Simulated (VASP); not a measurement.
# Na (Im-3m) in VASP: notebook

Runs on Na. Level: PBE. Tasks: single point, relaxation of cell and atoms.

All numbers are computed with VASP 6.6.1; they aren't measurements. Logs are shortened: lines on timing, memory, paths and dates and some standing lists are left out, and cuts for length are marked.

### 1 The cell of the first run

The structure is cubic, space group Im-3m (No. 229). Conventional cell: a = 4.198 Å, b = 4.198 Å, c = 4.198 Å, α = 90.00°, β = 90.00°, γ = 90.00°. Na (site symmetry m-3m) has 14 Na at 3.64 to 4.20 Å within 4.8 Å.

### 2 Single point, PBE

INCAR

```
SYSTEM = Na
PREC     = Accurate       ! precision mode
ENCUT    = 500            ! plane-wave cutoff, eV
EDIFF    = 1E-6           ! SCF threshold, eV
ISMEAR   = -1             ! smearing method
SIGMA    = 0.1            ! smearing width, eV
LREAL    = .False.        ! projectors in reciprocal space
LASPH    = .True.         ! aspherical terms in the spheres
NELM     = 120            ! most SCF steps
ALGO     = Normal         ! electronic algorithm
ISIF     = 2              ! what is computed and relaxed
LWAVE    = .False.        ! write WAVECAR
LCHARG   = .True.         ! write CHGCAR
GGA      = PE             ! functional
LELF     = .True.         ! ELF
LVHAR    = .True.       
NBANDS   = 10             ! bands
GGA_COMPAT= .False.
```

KPOINTS

```
regular mesh
0
Gamma
  11 11 11
  0 0 0
```

POSCAR

```
Na
1.0
   -2.0987740682      2.0987740682      2.0987740682
    2.0987740682     -2.0987740682      2.0987740682
    2.0987740682      2.0987740682     -2.0987740682
Na
1
Direct
    0.0000000000      0.0000000000      0.0000000000
```

Potentials or basis: VASP PAW PBE potentials, release 64 (Na_pv).

On the command line:

```console
cat potpaw_PBE.64/Na_pv/POTCAR > POTCAR
mpirun -np 1 vasp_std > vasp.out
```

OUTCAR:

```text
SYSTEM = Na
   PREC = Accurate
   ENCUT = 500
   EDIFF = 1E-6
   ISMEAR = -1
   LREAL = .False.
   LASPH = .True.
   NELM = 120
   ISIF = 2
   GGA = PE

 ion  position               nearest neighbor table
   1  0.000  0.000  0.000-

  LATTYP: Found a body centered cubic cell.
 ALAT       =     4.1975481364

  Lattice vectors:

 A1 = (  -2.0987740682,   2.0987740682,   2.0987740682)
 A2 = (   2.0987740682,  -2.0987740682,   2.0987740682)
 A3 = (   2.0987740682,   2.0987740682,  -2.0987740682)

Analysis of symmetry for initial positions (statically):
=====================================================================
 Subroutine PRICEL returns:
 Original cell was already a primitive cell.

 Routine SETGRP: Setting up the symmetry group for a
 body centered cubic supercell.

 Subroutine GETGRP returns: Found 48 space group operations
 (whereof 48 operations were pure point group operations)
 out of a pool of 48 trial point group operations.

The static configuration has the point symmetry O_h .

Analysis of symmetry for dynamics (positions and initial velocities):
=====================================================================
 Subroutine PRICEL returns:
 Original cell was already a primitive cell.

 Routine SETGRP: Setting up the symmetry group for a
 body centered cubic supercell.

 Subroutine GETGRP returns: Found 48 space group operations
 (whereof 48 operations were pure point group operations)
 out of a pool of 48 trial point group operations.

The dynamic configuration has the point symmetry O_h .

 Subroutine INISYM returns: Found 48 space group operations
 (whereof 48 operations are pure point group operations),
 and found     1 'primitive' translations

----------------------------------------------------------------------------------------

                                     Primitive cell

  volume of cell :      36.9792

  direct lattice vectors                    reciprocal lattice vectors
    -2.098774068  2.098774068  2.098774068     0.000000000  0.238234314  0.238234314
     2.098774068 -2.098774068  2.098774068     0.238234314  0.000000000  0.238234314
     2.098774068  2.098774068 -2.098774068     0.238234314  0.238234314  0.000000000

  length of vectors
     3.635183320  3.635183320  3.635183320     0.336914198  0.336914198  0.336914198

  position of ions in fractional coordinates (direct lattice)
     0.000000000  0.000000000  0.000000000
[... 78 lines left out ...]
   EDIFFG = 0.1E-04   stopping-criterion for IOM
   NSW    =      0    number of steps for IOM
   IBRION =     -1    ionic relax: 0-MD 1-quasi-New 2-CG
   NFREE  =      0    steps in history (QN), initial steepest desc. (CG)
   ISIF   =      2    stress and relaxation
   ISYM   =      2    0-nonsym 1-usesym 2-fastsym
   POTIM  = 0.5000    time-step for ionic-motion
   TEBEG  =    0.0;   TEEND  =   0.0 temperature during run
   PSTRESS=    0.0 pullay stress
   NELECT =       7.0000    total number of electrons
   NUPDOWN=      -1.0000    fix difference up-down
   EMIN   =  10.00;   EMAX   =-10.00  energy-range for DOS
   EFERMI =   0.00;   METHOD = LEGACY
   ISMEAR =    -1;   SIGMA  =   0.10  broadening in eV -4-tet -1-fermi 0-gaus
   EFERMI_NEDOS =   21; number of points for ismear=-14 and -15
   IALGO  =     38    algorithm
   IMIX   =      4    mixing-type and parameters
     AMIX     =   0.40;   BMIX     =  1.00
     AMIX_MAG =   1.60;   BMIX_MAG =  1.00
  volume/ion in A,a.u.               =      36.98       249.55
  Fermi-wavevector in a.u.,A,eV,Ry     =   0.939987  1.776318 12.021774  0.883575
  Thomas-Fermi vector in A             =   2.067354
   LORBIT       =      0    0 simple, 1 ext, 2 COOP (PROOUT), +10 PAW based schemes
   GGA     = PE    functional components
   LHFCALC =     F    Hartree Fock is set to
   AEXX    =    0.0000 exact exchange contribution
   IVDW    =     0    specifies the selected vdW correction
   LEPSILON=     F    determine dielectric tensor
   LRPA    =     F    only Hartree local field effects (RPA)
 non-spin polarized calculation
  energy-cutoff  :      500.00
  volume of cell :       36.98
 maximum number of plane-waves:       959
   NGX = 13   NGY = 13   NGZ = 13

 number of electron       7.0000005 magnetization

 Free energy of the ion-electron system (eV)
  ---------------------------------------------------
  ext. energy  EPLUGINS =         0.00000000
  ---------------------------------------------------
  free energy    TOTEN  =        -1.32026011 eV

  energy without entropy =       -1.30638145  energy(sigma->0) =       -1.31332078

 E-fermi :   0.3625     XC(G=0):  -6.5089

 val. band max:        0.3053535124   @ k =  -0.3636   0.4545   0.0909
 cond. band min:       0.4414488178   @ k =   0.1818   0.1818   0.1818
 fundamental gap:      0.1360953054
 Fermi energy:         0.3624641808

 k-point     1 :       0.0000    0.0000    0.0000
  band No.  band energies     occupation
      1     -24.5636      2.00000
      2     -24.5636      2.00000
      3     -24.5636      2.00000
      4      -2.9474      2.00000
      5      12.0843      0.00000
      6      12.0843      0.00000
      7      12.0843      0.00000
      8      13.0865      0.00000
      9      13.0865      0.00000
     10      13.6441      0.00000
[... 287 lines left out ...]
 k-point    24 :       0.3636    0.1818    0.0909
  band No.  band energies     occupation
      1     -24.5928      2.00000
      2     -24.5797      2.00000
      3     -24.5690      2.00000
      4       1.7072      0.00000
      5       2.1947      0.00000
      6       4.9396      0.00000
      7       6.7825      0.00000
      8      13.6711      0.00000
      9      15.0481      0.00000
     10      16.1718      0.00000

 [... further k-points ...]

------------------------ aborting loop because EDIFF is reached ----------------------------------------

  FORCE on cell =-STRESS in cart. coord.  units (eV):
  Direction    XX          YY          ZZ          XY          YZ          ZX
  --------------------------------------------------------------------------------------
  -------------------------------------------------------------------------------------
  Total       -0.0091269     -0.0091269     -0.0091269      0.0000000      0.0000000     -0.0000000
  in kB       -0.3954382     -0.3954382     -0.3954382      0.0000000      0.0000000     -0.0000000
  external PRESSURE =      -0.3954382 kB  Pullay stress =       0.0000000 kB

 VOLUME and BASIS-vectors are now :
 -----------------------------------------------------------------------------
  energy-cutoff  :      500.00
  volume of cell :       36.98
      direct lattice vectors                 reciprocal lattice vectors
    -2.098774068  2.098774068  2.098774068     0.000000000  0.238234314  0.238234314
     2.098774068 -2.098774068  2.098774068     0.238234314  0.000000000  0.238234314
     2.098774068  2.098774068 -2.098774068     0.238234314  0.238234314  0.000000000

 POSITION                                       TOTAL-FORCE (eV/Angst)
 -----------------------------------------------------------------------------------
      0.00000      0.00000      0.00000        -0.000000      0.000000     -0.000000
 -----------------------------------------------------------------------------------
    total drift:                               -0.000000     -0.000000     -0.000000

  FREE ENERGIE OF THE ION-ELECTRON SYSTEM (eV)
  ---------------------------------------------------
  free  energy   TOTEN  =        -1.3202601051 eV

  energy  without entropy=       -1.3063814470  energy(sigma->0) =       -1.31332078
```

Wall time 25 s (1 thread of Intel Xeon 8259CL, shared host); peak memory 0.15 GiB.

What came out:

| Property | Result |
| --- | --- |
| Free energy | -1.3203 eV |
| Pressure | 0.0 GPa |
| Band gap on the k mesh | zero (an odd number of electrons rules out a gap without spin polarisation) |

Levels at points of the mesh, in eV from the Fermi level:
| k point | band 1 | band 2 | band 3 | band 4 | band 5 | band 6 |
| --- | --- | --- | --- | --- | --- | --- |
| (0.00, 0.00, 0.00) | -24.93 | -24.93 | -24.93 | -3.31 | 11.72 | 11.72 |

### 3 Relaxation of cell and atoms, PBE

This run uses another cell than the first one, of 37.71 Å³/atom.

INCAR

```
SYSTEM = Na
  PREC = Accurate
  ENCUT = 500
  EDIFF = 1E-7
  ISMEAR = -1
  SIGMA = 0.1
  LREAL = .False.
  LASPH = .True.
  NELM = 120
  ALGO = Normal
  ISIF = 3
  LWAVE = .False.
  LCHARG = .False.
  GGA = PE
  IBRION = 2
  NSW = 80
  EDIFFG = -0.01
  GGA_COMPAT = .False.
  NELMIN = 4
```

KPOINTS is that of step 2.

POSCAR

```
Na
1.0
   -2.1125000000      2.1125000000      2.1125000000
    2.1125000000     -2.1125000000      2.1125000000
    2.1125000000      2.1125000000     -2.1125000000
Na
1
Direct
    0.0000000000      0.0000000000      0.0000000000
```

Potentials or basis: VASP PAW PBE potentials, release 64 (Na_pv).

On the command line:

```console
cat potpaw_PBE.64/Na_pv/POTCAR > POTCAR
mpirun -np 1 vasp_std > vasp.out
```

Run time: 41 s. Hardware: 1 thread of Intel Xeon 8259CL, shared host; peak memory 0.15 GiB.

Results (log left out):

```yaml
Free_energy: -1.3204 eV
Relaxed_volume: 36.87 Å³/atom
Relaxed_cell: a = 3.632 Å, b = 3.632 Å, c = 3.632 Å, α = 109.47°, β = 109.47°, γ = 109.47°
Space_group_after_relaxing_to_0.1_Å: Im-3m (No. 229)
Energy_gained_by_relaxing: 0.4 meV/atom
Ionic_steps: 3
Pressure_after_relaxing: 0.0 GPa
Band_gap_on_the_k_mesh: zero (an odd number of electrons rules out a gap without spin polarisation)
```

The path:
```
step  energy change (eV)  largest force (eV/Å)  pressure (GPa)  volume (Å³)
   1              0.0000                0.0000           -0.16        37.71
   2             -0.0002                0.0000           -0.12        37.50
   3             -0.0004                0.0000            0.01        36.87
```

Final structure:
```yaml
crystal:
  lattice:
    - [-2.09679, 2.09679, 2.09679]
    - [2.09679, -2.09679, 2.09679]
    - [2.09679, 2.09679, -2.09679]
  atoms:
    - { symbol: Na, position: [0.00000, 0.00000, 0.00000] }
```

Levels at points of the mesh, in eV from the Fermi level:
```csv
k point,band 1,band 2,band 3,band 4,band 5,band 6
"(0.00, 0.00, 0.00)",-24.92,-24.92,-24.92,-3.32,11.74,11.74
```
